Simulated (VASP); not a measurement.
Set up this calculation in VASP 6.6.1, as the native input.

- Task: single point
- Functional: PBEsol
- Potentials or basis: VASP PAW PBE potentials, release 64 (Au)
- Cutoff: 520 eV
- k mesh: 26 × 26 × 14
- Occupations: gaussian, width 0.15 eV
- Spin: no spin polarisation
- Dipole correction: no
- Further INCAR settings: ALGO = Fast; EDIFF = 1e-06; NBANDS = 18

The structure of Au lies in POSCAR:

```
Au
1.0
    1.4100150311     -2.5170030989      0.0000000000
    1.4100150311      2.5170030989      0.0000000000
    0.0000000000      0.0000000000      4.8006775662
Au
2
Direct
    0.6638639510      0.3361360490      0.2500000000
    0.3361360490      0.6638639510      0.7500000000
```

The input as run:

INCAR

```
PREC = Accurate ; ENCUT = 520
EDIFF = 1E-6 ; ISMEAR = 0
SIGMA = 0.15 ; LREAL = F
LASPH = T ; NELM = 80
ALGO = Fast ; ISIF = 2
LWAVE = F ; LCHARG = F
GGA = PS ; NBANDS = 18
```

KPOINTS

```
regular mesh
0
Gamma
  26 26 14
```

Potentials or basis: VASP PAW PBE potentials, release 64 (Au).

The run is started by

```console
$ cat potpaw_PBE.64/Au/POTCAR > POTCAR
$ mpirun -np 1 vasp_std > vasp.out
```

It gave:

The pressure is -0.2 GPa and the largest force is 0.006 eV/Å. The band gap on the k mesh is zero (bands 11 and 12 overlap by 6.71 eV).

Caveat: the PAW data sets were made with another functional, which shifts forces and pressure a little; spin-orbit coupling is left out, which moves the levels of the heavy elements.

Wall time 19 min on 1 thread of Oxide Virtual Turin-like Processor (shared host), peak memory 0.73 GiB.
